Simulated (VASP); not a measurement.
# Ta16H6C2S in VASP: single point with PBE+D3(BJ)

Aim: the single point of Ta16H6C2S with PBE+D3(BJ).

Everything below comes from runs of VASP 6.6.1. Logs are shortened: lines on timing, memory, paths and dates and some standing lists are left out, and cuts for length are marked.

## 1. The cell of the first run

The cell holds a slab with vacuum, 25 atoms: a = 6.570 Å, b = 6.570 Å, c = 26.571 Å, α = 90.00°, β = 90.00°, γ = 90.00°.

## 2. Single point, PBE+D3(BJ)

INCAR

```
SYSTEM = Ta16H6C2S
ALGO = Normal
DIPOL = 0.5 0.5 0.464
EDIFF = 1E-7
ENCUT = 520
GGA = PE
IDIPOL = 3
ISIF = 2
ISMEAR = 0
IVDW = 12
LASPH = .TRUE.
LCHARG = .FALSE.
LDIPOL = .TRUE.
LREAL = Auto
LWAVE = .FALSE.
NBANDS = 116
NELM = 60
PREC = Accurate
SIGMA = 0.1
```

KPOINTS

```
k-points
0
G
  3 3 1
  0 0 0
```

POSCAR

```
Ta16H6C2S
1.0
    6.5698933887      0.0000000000      0.0000000000
    0.0000000000      6.5698933887      0.0000000000
    0.0000000000      0.0000000000     26.5707200415
Ta C S H
16 2 1 6
Direct
    0.2500000000      0.7500000000      0.3010832972
    0.2500000000      0.2500000000      0.3010832972
    0.7500000000      0.7500000000      0.3010832972
    0.7500000000      0.2500000000      0.3010832972
    0.5000000000      0.5000000000      0.3628984586
    0.5000000000      0.0000000000      0.3628984586
    0.0000000000      0.5000000000      0.3628984586
    0.0000000000      0.0000000000      0.3628984586
    0.7469414256      0.2516599984      0.4251762621
    0.7507716728      0.7475820665      0.4244929325
    0.2543143326      0.2486001981      0.4249327744
    0.2494728569      0.7526358125      0.4240955027
   -0.0036165141      0.0057573841      0.4805317420
    0.0087607487      0.4935490175      0.4806376609
    0.5178359003     -0.0154693060      0.4836260742
    0.4801208524      0.5171543135      0.4838935104
    0.4680885348      0.4635403345      0.5902040537
    0.5628158764      0.0499729619      0.5902559794
    0.5323846883      0.2606824583      0.6334673981
    0.3432896420      0.4134981292      0.5645363588
    0.4103467601      0.5912313157      0.6125015477
    0.6056171995      0.5165203624      0.5694377260
    0.4138208303      0.0025805992      0.5743974571
    0.6271379104     -0.0772166210      0.6115965801
    0.6751606939      0.0928065058      0.5604139076
```

Potentials or basis: VASP PAW PBE potentials, release 64 (Ta_pv, C, S, H).

On the command line:

```bash
$ cat potpaw_PBE.64/Ta_pv/POTCAR potpaw_PBE.64/C/POTCAR potpaw_PBE.64/S/POTCAR potpaw_PBE.64/H/POTCAR > POTCAR
$ mpirun -np 1 vasp_std > vasp.out
```

OUTCAR:

```text
SYSTEM = Ta16H6C2S
   EDIFF = 1E-7
   ENCUT = 520
   GGA = PE
   ISIF = 2
   ISMEAR = 0
   IVDW = 12
   LASPH = .TRUE.
   LREAL = Auto
   NELM = 60
   PREC = Accurate
 IVDW          = 12

 ion  position               nearest neighbor table
   1  0.250  0.750  0.301-   5 2.84   6 2.84   7 2.84   8 2.84  12 3.27   3 3.28   2 3.28   2 3.28
                             3 3.28
   2  0.250  0.250  0.301-   5 2.84   6 2.84   7 2.84   8 2.84   1 3.28   4 3.28   1 3.28   4 3.28
                            11 3.29
   3  0.750  0.750  0.301-   5 2.84   6 2.84   7 2.84   8 2.84  10 3.28   4 3.28   1 3.28   4 3.28
                             1 3.28
   4  0.750  0.250  0.301-   5 2.84   6 2.84   7 2.84   8 2.84   2 3.28   3 3.28   3 3.28   2 3.28
                             9 3.30
   5  0.500  0.500  0.363-   9 2.83  10 2.84  11 2.84   4 2.84   1 2.84   2 2.84   3 2.84  12 2.85
                            16 3.22   7 3.28   6 3.28   6 3.28   7 3.28
   6  0.500  0.000  0.363-  11 2.83  12 2.83   3 2.84   4 2.84   1 2.84   2 2.84   9 2.85  10 2.85
                            15 3.21   8 3.28   5 3.28   5 3.28   8 3.28
   7  0.000  0.500  0.363-  10 2.83  12 2.84   3 2.84   4 2.84   1 2.84   2 2.84   9 2.86  11 2.87
                            14 3.13   8 3.28   5 3.28   8 3.28   5 3.28
   8  0.000  0.000  0.363-  12 2.82   2 2.84   3 2.84   4 2.84   1 2.84  10 2.85  11 2.86   9 2.87
                            13 3.13   7 3.28   6 3.28   7 3.28   6 3.28
   9  0.747  0.252  0.425-  13 2.73  14 2.77  15 2.79   5 2.83   6 2.85   7 2.86   8 2.87  16 2.92
                            11 3.24  10 3.26   4 3.30  10 3.31  11 3.33
  10  0.751  0.748  0.424-  15 2.69  13 2.77  14 2.81  16 2.82   7 2.83   5 2.84   8 2.85   6 2.85
                             9 3.26  12 3.28   3 3.28  12 3.29   9 3.31
  11  0.254  0.249  0.425-  14 2.72  13 2.76  16 2.79   6 2.83   5 2.84   8 2.86   7 2.87  15 2.91
                             9 3.24  12 3.26   2 3.29  12 3.31   9 3.33
  12  0.249  0.753  0.424-  16 2.69  14 2.77  13 2.79  15 2.82   8 2.82   6 2.83   7 2.84   5 2.85
                            11 3.26   1 3.27  10 3.28  10 3.29  11 3.31
  13  0.996  0.006  0.481-   9 2.73  11 2.76  10 2.77  12 2.79   8 3.13  15 3.15  14 3.21  14 3.37
                            15 3.43
  14  0.009  0.494  0.481-  11 2.72  12 2.77   9 2.77  10 2.81  16 3.10   7 3.13  13 3.21  13 3.37
                            16 3.48
  15  0.518  0.985  0.484-  10 2.69   9 2.79  12 2.82  11 2.91  16 3.08  13 3.15   6 3.21  13 3.43
                            16 3.51
  16  0.480  0.517  0.484-  12 2.69  11 2.79  10 2.82   9 2.92  15 3.08  14 3.10   5 3.22  14 3.48
                            15 3.51
  17  0.468  0.464  0.590-  21 1.09  22 1.11  20 1.12  19 1.81
  18  0.563  0.050  0.590-  24 1.09  23 1.11  25 1.12  19 1.81
  19  0.532  0.261  0.633-  18 1.81  17 1.81
  20  0.343  0.413  0.565-  17 1.12
  21  0.410  0.591  0.613-  17 1.09
  22  0.606  0.517  0.569-  17 1.11
  23  0.414  0.003  0.574-  18 1.11
  24  0.627  0.923  0.612-  18 1.09
  25  0.675  0.093  0.560-  18 1.12

  LATTYP: Found a simple tetragonal cell.
 ALAT       =     6.5698933887
 C/A-ratio  =     4.0443152528

  Lattice vectors:

 A1 = (   6.5698933887,   0.0000000000,   0.0000000000)
 A2 = (   0.0000000000,   6.5698933887,   0.0000000000)
 A3 = (   0.0000000000,   0.0000000000,  26.5707200415)

Analysis of symmetry for initial positions (statically):
=====================================================================
 Subroutine PRICEL returns:
 Original cell was already a primitive cell.

 Routine SETGRP: Setting up the symmetry group for a
 simple tetragonal supercell.

 Subroutine GETGRP returns: Found  1 space group operations
 (whereof  1 operations were pure point group operations)
 out of a pool of 16 trial point group operations.

The static configuration has the point symmetry C_1 .

Analysis of symmetry for dynamics (positions and initial velocities):
=====================================================================
 Subroutine PRICEL returns:
 Original cell was already a primitive cell.

 Routine SETGRP: Setting up the symmetry group for a
 simple tetragonal supercell.

 Subroutine GETGRP returns: Found  1 space group operations
 (whereof  1 operations were pure point group operations)
 out of a pool of 16 trial point group operations.

The dynamic configuration has the point symmetry C_1 .

 Subroutine INISYM returns: Found  1 space group operations
 (whereof  1 operations are pure point group operations),
 and found     1 'primitive' translations

----------------------------------------------------------------------------------------

                                     Primitive cell

  volume of cell :    1146.8853

[... 80 lines left out ...]

  Shift w.r.t. Gamma in fractional coordinates (k-lattice)
     0.000000000  0.000000000  0.000000000

 Subroutine IBZKPT returns following result:
 ===========================================

 Found      5 irreducible k-points:

 Following reciprocal coordinates:
            Coordinates               Weight
  0.000000  0.000000  0.000000      1.000000
  0.333333  0.000000  0.000000      2.000000
  0.000000  0.333333  0.000000      2.000000
  0.333333  0.333333  0.000000      2.000000
 -0.333333  0.333333  0.000000      2.000000
   k-points           NKPTS =      5   k-points in BZ     NKDIM =      5   number of bands    NBANDS=    116
   number of dos      NEDOS =    301   number of ions     NIONS =     25
   total plane-waves  NPLWV = 500000
   dimension x,y,z NGX =    50 NGY =   50 NGZ =  200
   dimension x,y,z NGXF=   100 NGYF=  100 NGZF=  400
   ions per type =              16   2   1   6
   NGX,Y,Z   is equivalent  to a cutoff of  12.65, 12.65, 12.51 a.u.
   NGXF,Y,Z  is equivalent  to a cutoff of  25.30, 25.30, 25.03 a.u.
 SYSTEM =  Ta16H6C2S
   PREC   = accura    normal or accurate (medium, high low for compatibility)
   ISTART =      0    job   : 0-new  1-cont  2-samecut
   ICHARG =      2    charge: 1-file 2-atom 10-const
   ISPIN  =      1    spin polarized calculation?
   LNONCOLLINEAR =      F non collinear calculations
   LSORBIT =      F    spin-orbit coupling
   LASPH  =      T    aspherical Exc in radial PAW
   ENCUT  =  520.0 eV  38.22 Ry    6.18 a.u.  12.22 12.22 49.40*2*pi/ulx,y,z
   NELM   =     60;   NELMIN=  2; NELMDL= -5     # of ELM steps
   EDIFF  = 0.1E-06   stopping-criterion for ELM
   LREAL  =      T    real-space projection
   EDIFFG = 0.1E-05   stopping-criterion for IOM
   NSW    =      0    number of steps for IOM
   IBRION =     -1    ionic relax: 0-MD 1-quasi-New 2-CG
   NFREE  =      0    steps in history (QN), initial steepest desc. (CG)
   ISIF   =      2    stress and relaxation
   ISYM   =      2    0-nonsym 1-usesym 2-fastsym
   POTIM  = 0.5000    time-step for ionic-motion
   TEBEG  =    0.0;   TEEND  =   0.0 temperature during run
   PSTRESS=    0.0 pullay stress
   NELECT =     196.0000    total number of electrons
   NUPDOWN=      -1.0000    fix difference up-down
   EMIN   =  10.00;   EMAX   =-10.00  energy-range for DOS
   EFERMI =   0.00;   METHOD = LEGACY
   ISMEAR =     0;   SIGMA  =   0.10  broadening in eV -4-tet -1-fermi 0-gaus
   EFERMI_NEDOS =   21; number of points for ismear=-14 and -15
   IALGO  =     38    algorithm
   IMIX   =      4    mixing-type and parameters
     AMIX     =   0.40;   BMIX     =  1.00
     AMIX_MAG =   1.60;   BMIX_MAG =  1.00
  volume/ion in A,a.u.               =      45.88       309.58
  Fermi-wavevector in a.u.,A,eV,Ry     =   0.908490  1.716797 11.229626  0.825354
  Thomas-Fermi vector in A             =   2.032423
   LORBIT       =      0    0 simple, 1 ext, 2 COOP (PROOUT), +10 PAW based schemes
   GGA     = PE    functional components
   LHFCALC =     F    Hartree Fock is set to
   AEXX    =    0.0000 exact exchange contribution
   IVDW    =    12    specifies the selected vdW correction
   LEPSILON=     F    determine dielectric tensor
   LRPA    =     F    only Hartree local field effects (RPA)
 non-spin polarized calculation
 Gauss-broadening in eV      SIGMA  =   0.10
  energy-cutoff  :      520.00
  volume of cell :     1146.89
 maximum number of plane-waves:     30955
 NGX is ok and might be reduce to    50
   NGX = 25   NGY = 25   NGZ = 99

 dipolmoment           0.000000      0.000000      0.074230 electrons x Angstroem

 number of electron     195.9999994 magnetization

 dipolmoment           0.000000      0.000000     -0.154513 electrons x Angstroem

 Free energy of the ion-electron system (eV)
  ---------------------------------------------------
  ext. energy  EPLUGINS =         0.00000000
  ---------------------------------------------------
  free energy    TOTEN  =      -218.11767102 eV

  energy without entropy =     -218.02321669  energy(sigma->0) =     -218.07044386

 E-fermi :  -0.7141     XC(G=0):  -4.6186

 val. band max:       -0.7140881099   @ k =  -0.3333   0.3333   0.0000
 cond. band min:      -0.6879632209   @ k =  -0.3333   0.3333   0.0000
 fundamental gap:      0.0261248890
 Fermi energy:        -0.7140662189

 k-point     1 :       0.0000    0.0000    0.0000
  band No.  band energies     occupation
      1     -35.6892      2.00000
      2     -35.6874      2.00000
      3     -35.6779      2.00000
      4     -35.6735      2.00000
      5     -35.6565      2.00000
      6     -35.6556      2.00000
[... 554 lines left out ...]
    109      -0.1337      0.00000
    110       0.0283      0.00000
 [bands above 110 left out]

------------------------ aborting loop because EDIFF is reached ----------------------------------------

 vacuum level on the upper side and lower side of the slab       (xc-potential included)        -0.324         0.312

 Edisp (eV)   -7.34688

 E8    (eV) :    -3.8535

  FORCE on cell =-STRESS in cart. coord.  units (eV):
  Direction    XX          YY          ZZ          XY          YZ          ZX
  --------------------------------------------------------------------------------------
  -------------------------------------------------------------------------------------
  Total     -17.10693   -17.20389    -4.16774    -0.64794    -0.04653    -0.09858
  in kB     -23.89806   -24.03351    -5.82226    -0.90516    -0.06500    -0.13772
  external pressure =      -17.92 kB  Pullay stress =        0.00 kB

 VOLUME and BASIS-vectors are now :
 -----------------------------------------------------------------------------
  energy-cutoff  :      520.00
  volume of cell :     1146.89
      direct lattice vectors                 reciprocal lattice vectors
     6.569893389  0.000000000  0.000000000     0.152209471  0.000000000  0.000000000
     0.000000000  6.569893389  0.000000000     0.000000000  0.152209471  0.000000000
     0.000000000  0.000000000 26.570720041     0.000000000  0.000000000  0.037635412

 POSITION                                       TOTAL-FORCE (eV/Angst)
 -----------------------------------------------------------------------------------
      1.64247      4.92742      8.00000         0.017960     -0.019197      0.591027
      1.64247      1.64247      8.00000        -0.016822      0.032229      0.653594
      4.92742      4.92742      8.00000        -0.026879      0.022590      0.603824
      4.92742      1.64247      8.00000         0.023511     -0.040557      0.672862
      3.28495      3.28495      9.64247        -0.059051     -0.021244     -0.740498
      3.28495      0.00000      9.64247         0.150266      0.036661     -0.719489
[... 17 lines left out ...]
      4.12023      6.06259     16.25056         0.006393     -0.028175      0.002230
      4.43573      0.60973     14.89060         0.008309     -0.006127     -0.011318
 -----------------------------------------------------------------------------------
    total drift:                                0.008242      0.005450      0.012572

  FREE ENERGIE OF THE ION-ELECTRON SYSTEM (eV)
  ---------------------------------------------------
  free  energy   TOTEN  =      -225.4645528415 eV

  energy  without entropy=     -225.3700985066  energy(sigma->0) =     -225.41732567

 vacuum level on the upper side and lower side of the slab         2.689         3.337
```

Run time: 19 min. Hardware: 1 thread of Intel Xeon 6975P-C (Granite Rapids), shared host; peak memory 1.2 GiB.

Results:

```
Free energy                : -225.4646 eV
Largest force              : 0.743 eV/Å
Band gap on the k mesh     : zero (bands 98 and 99 overlap by 0.22 eV)
Dispersion energy per atom : -0.294 eV
```

Forces in eV/Å, atoms in the order of the input:
```
Ta   0.018 -0.019  0.591
Ta  -0.017  0.032  0.654
Ta  -0.027  0.023  0.604
Ta   0.024 -0.041  0.673
Ta  -0.059 -0.021 -0.740
Ta   0.150  0.037 -0.719
Ta   0.044 -0.182 -0.583
Ta  -0.112  0.187 -0.584
Ta  -0.011 -0.013  0.013
Ta  -0.003  0.007  0.017
Ta  -0.001  0.009  0.012
Ta   0.001 -0.011  0.014
Ta  -0.013  0.005  0.020
Ta   0.006 -0.004  0.015
Ta  -0.001 -0.003  0.004
Ta   0.004 -0.004  0.007
C    0.047 -0.044  0.071
C   -0.002  0.089  0.077
S   -0.020 -0.005 -0.091
H   -0.019 -0.012 -0.017
H   -0.014  0.016  0.011
H    0.002  0.001 -0.017
H   -0.011 -0.012 -0.020
H    0.006 -0.028  0.002
H    0.008 -0.006 -0.011
```

Caveat: spin-orbit coupling is left out, which moves the levels of the heavy elements.

The gap in the log of VASP goes by the Fermi energy; the results here count the filled bands.